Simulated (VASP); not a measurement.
Here is a VASP 6.6.1 calculation.

POSCAR

```
AgRh
1.0
    2.7434997626      0.0000000000      0.0000000000
   -1.3717498813      2.3759404897      0.0000000000
    0.0000000000      0.0000000000      4.7227246039
Ag Rh
1 1
Direct
    0.0000000000      0.0000000000      0.5000000000
    0.6666666667      0.3333333333      0.0000000000
```

The input INCAR.step1:

```
SYSTEM = AgRh
ALGO = Normal ; EDIFF = 1E-4
ENCUT = 520 ; GGA = PE
ISMEAR = -1 ; LASPH = .True.
LCHARG = .False. ; LREAL = .False.
LWAVE = .True. ; NBANDS = 20
NELM = 60 ; PREC = Accurate
SIGMA = 0.05
```

INCAR.step2

```
SYSTEM = AgRh
ALGO = Normal ; EDIFF = 1E-6
ENCUT = 520 ; ISIF = 2
ISMEAR = -1 ; ISTART = 1
LASPH = .True. ; LCHARG = .False.
LMIXTAU = .True. ; LREAL = .False.
LWAVE = .False. ; METAGGA = R2SCAN
NBANDS = 20 ; NELM = 60
PREC = Accurate ; SIGMA = 0.05
```

File KPOINTS:

```
k-points
0
Gamma
  11 11 6
  0 0 0
```

Potentials or basis: VASP PAW PBE potentials, release 64 (Ag, Rh_pv).

The run is started by

```console
$ cat potpaw_PBE.64/Ag/POTCAR potpaw_PBE.64/Rh_pv/POTCAR > POTCAR
$ cp INCAR.step1 INCAR
$ mpirun -np 1 vasp_std > vasp.out
$ cp INCAR.step2 INCAR
$ mpirun -np 1 vasp_std > vasp.out
```

Predict the band gap on the k mesh.

zero (bands 13 and 14 overlap by 1.48 eV).

Predict the pressure.

0.6 GPa.

Stress tensor (GPa, compression positive):
```
0.65 0.00 0.00
0.00 0.65 0.00
0.00 0.00 0.47
```

Caveat: the PAW data sets were made with another functional, which shifts forces and pressure a little.
